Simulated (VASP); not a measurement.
# ReS (F-43m) in VASP: single point with PBEsol

Aim: the single point of ReS with PBEsol.

Everything below comes from runs of VASP 6.6.1. Logs are shortened: lines on timing, memory, paths and dates and some standing lists are left out, and cuts for length are marked.

### Step 1. The cell of the first run

The structure is cubic, space group F-43m (No. 216). The conventional cell has a = 5.184 Å, b = 5.184 Å, c = 5.184 Å, α = 90.00°, β = 90.00°, γ = 90.00°. Within 3.0 Å of Re (site symmetry -43m) lie 4 S at 2.24 Å. Within 3.0 Å of S (site symmetry -43m) lie 4 Re at 2.24 Å.

### Step 2. Single point, PBEsol, collinear spin

Contents of INCAR:

```
SYSTEM = ReS
PREC = Accurate ; ENCUT = 560
EDIFF = 1E-6 ; ISMEAR = 0
SIGMA = 0.1 ; LREAL = .FALSE.
LASPH = .TRUE. ; NELM = 200
ALGO = Normal ; ISIF = 2
LWAVE = .FALSE. ; LCHARG = .FALSE.
ISPIN = 2 ; MAGMOM = 3.5 0
LORBIT = 11 ; LMAXMIX = 4
GGA = PS ; NBANDS = 22
GGA_COMPAT = .FALSE.
```

Contents of KPOINTS:

```
regular mesh
0
G
  14 14 14
  0 0 0
```

Contents of POSCAR:

```
ReS
1.0
    0.0000000000      2.5920438540      2.5920438540
    2.5920438540      0.0000000000      2.5920438540
    2.5920438540      2.5920438540      0.0000000000
Re S
1 1
Direct
    0.0000000000      0.0000000000      0.0000000000
    0.2500000000      0.2500000000      0.2500000000
```

Potentials or basis: VASP PAW PBE potentials, release 64 (Re_sv_GW, S).

Launch:

```sh
$ cat potpaw_PBE.64/Re_sv_GW/POTCAR potpaw_PBE.64/S/POTCAR > POTCAR
$ mpirun -np 1 vasp_std > vasp.out
```

OUTCAR:

```text
SYSTEM = ReS
   PREC = Accurate
   ENCUT = 560
   EDIFF = 1E-6
   ISMEAR = 0
   LREAL = .FALSE.
   LASPH = .TRUE.
   NELM = 200
   ISIF = 2
   ISPIN = 2
   LORBIT = 11
   GGA = PS

 ion  position               nearest neighbor table
   1  0.000  0.000  0.000-   2 2.24   2 2.24   2 2.24   2 2.24
   2  0.250  0.250  0.250-   1 2.24   1 2.24   1 2.24   1 2.24

  LATTYP: Found a face centered cubic cell.
 ALAT       =     5.1840877080

  Lattice vectors:

 A1 = (   0.0000000000,   2.5920438540,   2.5920438540)
 A2 = (   2.5920438540,   0.0000000000,   2.5920438540)
 A3 = (   2.5920438540,   2.5920438540,   0.0000000000)

Analysis of symmetry for initial positions (statically):
=====================================================================
 Subroutine PRICEL returns:
 Original cell was already a primitive cell.

 Routine SETGRP: Setting up the symmetry group for a
 face centered cubic supercell.

 Subroutine GETGRP returns: Found 24 space group operations
 (whereof 24 operations were pure point group operations)
 out of a pool of 48 trial point group operations.

The static configuration has the point symmetry T_d .

Analysis of symmetry for dynamics (positions and initial velocities):
=====================================================================
 Subroutine PRICEL returns:
 Original cell was already a primitive cell.

 Routine SETGRP: Setting up the symmetry group for a
 face centered cubic supercell.

 Subroutine GETGRP returns: Found 24 space group operations
 (whereof 24 operations were pure point group operations)
 out of a pool of 48 trial point group operations.

The dynamic configuration has the point symmetry T_d .

Analysis of structural, dynamic, and magnetic symmetry:
=====================================================================
 Subroutine PRICEL returns:
 Original cell was already a primitive cell.

 Routine SETGRP: Setting up the symmetry group for a
 face centered cubic supercell.

 Subroutine GETGRP returns: Found 24 space group operations
 (whereof 24 operations were pure point group operations)
 out of a pool of 48 trial point group operations.

The overall configuration has the point symmetry T_d .

 Subroutine INISYM returns: Found 24 space group operations
 (whereof 24 operations are pure point group operations),
 and found     1 'primitive' translations

----------------------------------------------------------------------------------------

                                     Primitive cell

  volume of cell :      34.8303

  direct lattice vectors                    reciprocal lattice vectors
     0.000000000  2.592043854  2.592043854    -0.192897971  0.192897971  0.192897971
     2.592043854  0.000000000  2.592043854     0.192897971 -0.192897971  0.192897971
     2.592043854  2.592043854  0.000000000     0.192897971  0.192897971 -0.192897971

  length of vectors
     3.665703573  3.665703573  3.665703573     0.334109086  0.334109086  0.334109086

  position of ions in fractional coordinates (direct lattice)
     0.000000000  0.000000000  0.000000000
     0.250000000  0.250000000  0.250000000

  ion indices of the primitive-cell ions
   primitive index   ion index
                 1           1
                 2           2

----------------------------------------------------------------------------------------

 KPOINTS: regular mesh

Automatic generation of k-mesh.
 Grid dimensions read from file:
 generate k-points for:   14   14   14

 Generating k-lattice:

  Cartesian coordinates                     Fractional coordinates (reciprocal lattice)
    -0.013778426  0.013778426  0.013778426     0.071428571  0.000000000  0.000000000
     0.013778426 -0.013778426  0.013778426     0.000000000  0.071428571  0.000000000
     0.013778426  0.013778426 -0.013778426     0.000000000  0.000000000  0.071428571

  Length of vectors
     0.023864935  0.023864935  0.023864935

  Shift w.r.t. Gamma in fractional coordinates (k-lattice)
     0.000000000  0.000000000  0.000000000

 Subroutine IBZKPT returns following result:
 ===========================================

 Found    104 irreducible k-points:

 Following reciprocal coordinates:
            Coordinates               Weight
  0.000000  0.000000  0.000000      1.000000
  0.071429  0.000000  0.000000      8.000000
  0.142857  0.000000  0.000000      8.000000
  0.214286  0.000000  0.000000      8.000000
  0.285714  0.000000  0.000000      8.000000
  0.357143  0.000000  0.000000      8.000000
[... 16 lines left out ...]
  0.214286  0.142857  0.000000     24.000000
  0.285714  0.142857  0.000000     24.000000
 [... further k-points ...]
   k-points           NKPTS =    104   k-points in BZ     NKDIM =    104   number of bands    NBANDS=     22
   number of dos      NEDOS =    301   number of ions     NIONS =      2
   total plane-waves  NPLWV =  21952
   dimension x,y,z NGX =    28 NGY =   28 NGZ =   28
   dimension x,y,z NGXF=    56 NGYF=   56 NGZF=   56
   ions per type =               1   1
   NGX,Y,Z   is equivalent  to a cutoff of  12.70, 12.70, 12.70 a.u.
   NGXF,Y,Z  is equivalent  to a cutoff of  25.40, 25.40, 25.40 a.u.
 SYSTEM =  ReS
   PREC   = accura    normal or accurate (medium, high low for compatibility)
   ISTART =      0    job   : 0-new  1-cont  2-samecut
   ICHARG =      2    charge: 1-file 2-atom 10-const
   ISPIN  =      2    spin polarized calculation?
   LNONCOLLINEAR =      F non collinear calculations
   LSORBIT =      F    spin-orbit coupling
   LASPH  =      T    aspherical Exc in radial PAW
   ENCUT  =  560.0 eV  41.16 Ry    6.42 a.u.   7.07  7.07  7.07*2*pi/ulx,y,z
   NELM   =    200;   NELMIN=  2; NELMDL= -5     # of ELM steps
   EDIFF  = 0.1E-05   stopping-criterion for ELM
   LREAL  =      F    real-space projection
   EDIFFG = 0.1E-04   stopping-criterion for IOM
   NSW    =      0    number of steps for IOM
   IBRION =     -1    ionic relax: 0-MD 1-quasi-New 2-CG
   NFREE  =      0    steps in history (QN), initial steepest desc. (CG)
   ISIF   =      2    stress and relaxation
   ISYM   =      2    0-nonsym 1-usesym 2-fastsym
   POTIM  = 0.5000    time-step for ionic-motion
   TEBEG  =    0.0;   TEEND  =   0.0 temperature during run
   PSTRESS=    0.0 pullay stress
   NELECT =      21.0000    total number of electrons
   NUPDOWN=      -1.0000    fix difference up-down
   EMIN   =  10.00;   EMAX   =-10.00  energy-range for DOS
   EFERMI =   0.00;   METHOD = LEGACY
   ISMEAR =     0;   SIGMA  =   0.10  broadening in eV -4-tet -1-fermi 0-gaus
   EFERMI_NEDOS =   21; number of points for ismear=-14 and -15
   IALGO  =     38    algorithm
   IMIX   =      4    mixing-type and parameters
     AMIX     =   0.40;   BMIX     =  1.00
     AMIX_MAG =   1.60;   BMIX_MAG =  1.00
  volume/ion in A,a.u.               =      17.42       117.52
  Fermi-wavevector in a.u.,A,eV,Ry     =   1.383021  2.613532 26.024521  1.912748
  Thomas-Fermi vector in A             =   2.507658
   LORBIT       =     11    0 simple, 1 ext, 2 COOP (PROOUT), +10 PAW based schemes
   GGA     = PS    functional components
   LHFCALC =     F    Hartree Fock is set to
   AEXX    =    0.0000 exact exchange contribution
   IVDW    =     0    specifies the selected vdW correction
   LEPSILON=     F    determine dielectric tensor
   LRPA    =     F    only Hartree local field effects (RPA)
 spin polarized calculation
 Gauss-broadening in eV      SIGMA  =   0.10
  energy-cutoff  :      560.00
  volume of cell :       34.83
 maximum number of plane-waves:      1067
   NGX = 15   NGY = 15   NGZ = 15

 number of electron      20.9999996 magnetization       0.2442412

 number of electron      20.9999996 magnetization      -0.0011818

 Free energy of the ion-electron system (eV)
  ---------------------------------------------------
  ext. energy  EPLUGINS =         0.00000000
  ---------------------------------------------------
  free energy    TOTEN  =       -18.81391003 eV

  energy without entropy =      -18.80100619  energy(sigma->0) =      -18.80745811

 E-fermi :   8.7116     XC(G=0): -11.7070

 val. band max:        8.7047346904   @ k =   0.5000   0.3571   0.0714
 cond. band min:       8.7155963370   @ k =  -0.2857   0.3571   0.0714
 fundamental gap:      0.0108616466
 Fermi energy:         8.7115763226

 spin component 1

 k-point     1 :       0.0000    0.0000    0.0000
  band No.  band energies     occupation
      1     -70.9397      1.00000
      2     -32.8383      1.00000
      3     -32.8383      1.00000
      4     -32.8383      1.00000
      5      -7.2024      1.00000
      6       2.3562      1.00000
[... 14 lines left out ...]
     21      24.3888      0.00000
     22      24.3888      0.00000
[... 552 lines left out ...]
  band No.  band energies     occupation
      1     -70.9384      1.00000
      2     -32.8791      1.00000
      3     -32.8491      1.00000
      4     -32.8485      1.00000
      5      -6.5425      1.00000
      6       1.6191      1.00000
[... 14 lines left out ...]
     21      26.7528      0.00000
     22      26.8184      0.00000

 [... further k-points ...]

 spin component 2

 k-point     1 :       0.0000    0.0000    0.0000
  band No.  band energies     occupation
      1     -70.9402      1.00000
      2     -32.8389      1.00000
      3     -32.8389      1.00000
      4     -32.8389      1.00000
      5      -7.2025      1.00000
      6       2.3559      1.00000
[... 14 lines left out ...]
     21      24.3885      0.00000
     22      24.3885      0.00000
[... 552 lines left out ...]
  band No.  band energies     occupation
      1     -70.9390      1.00000
      2     -32.8797      1.00000
      3     -32.8497      1.00000
      4     -32.8491      1.00000
      5      -6.5426      1.00000
      6       1.6188      1.00000
[... 14 lines left out ...]
     21      26.7524      0.00000
     22      26.8181      0.00000

 [... further k-points ...]
[... 5 lines left out ...]
  --------------------------------------------------------------------------------------
  -------------------------------------------------------------------------------------
  Total       -0.1064533     -0.1064533     -0.1064533      0.0000000     -0.0000000      0.0000000
  in kB       -4.8968036     -4.8968036     -4.8968036      0.0000000     -0.0000000      0.0000000
  external PRESSURE =      -4.8968036 kB  Pullay stress =       0.0000000 kB

 VOLUME and BASIS-vectors are now :
 -----------------------------------------------------------------------------
  energy-cutoff  :      560.00
  volume of cell :       34.83
      direct lattice vectors                 reciprocal lattice vectors
     0.000000000  2.592043854  2.592043854    -0.192897971  0.192897971  0.192897971
     2.592043854  0.000000000  2.592043854     0.192897971 -0.192897971  0.192897971
     2.592043854  2.592043854  0.000000000     0.192897971  0.192897971 -0.192897971

 POSITION                                       TOTAL-FORCE (eV/Angst)
 -----------------------------------------------------------------------------------
      0.00000      0.00000      0.00000         0.000000      0.000000      0.000000
      1.29602      1.29602      1.29602        -0.000000     -0.000000     -0.000000
 -----------------------------------------------------------------------------------
    total drift:                                0.000000      0.000000      0.000000

  FREE ENERGIE OF THE ION-ELECTRON SYSTEM (eV)
  ---------------------------------------------------
  free  energy   TOTEN  =       -18.8139100284 eV

  energy  without entropy=      -18.8010061912  energy(sigma->0) =      -18.80745811

 total charge

# of ion       s       p       d       f       tot
--------------------------------------------------
    1        8.471   6.018   4.406   0.064  18.959
    2        1.294   2.383   0.000   0.000   3.677
--------------------------------------------------
tot          9.766   8.402   4.406   0.064  22.636

 magnetization (x)

# of ion       s       p       d       f       tot
--------------------------------------------------
    1       -0.002  -0.000  -0.001  -0.000  -0.002
    2        0.000   0.000   0.000   0.000   0.000
--------------------------------------------------
tot         -0.002  -0.000  -0.001  -0.000  -0.002
```

Run time: 1.9 min. Hardware: 1 thread of Intel Xeon Platinum 8488C (Sapphire Rapids), shared host; peak memory 0.28 GiB.

Results:

```yaml
Free_energy: -18.8139 eV
Pressure: -0.5 GPa
Net_moment: 0.00 μB per cell
```

Caveat: the PAW data sets were made with another functional, which shifts forces and pressure a little; spin-orbit coupling is left out, which moves the levels of the heavy elements.
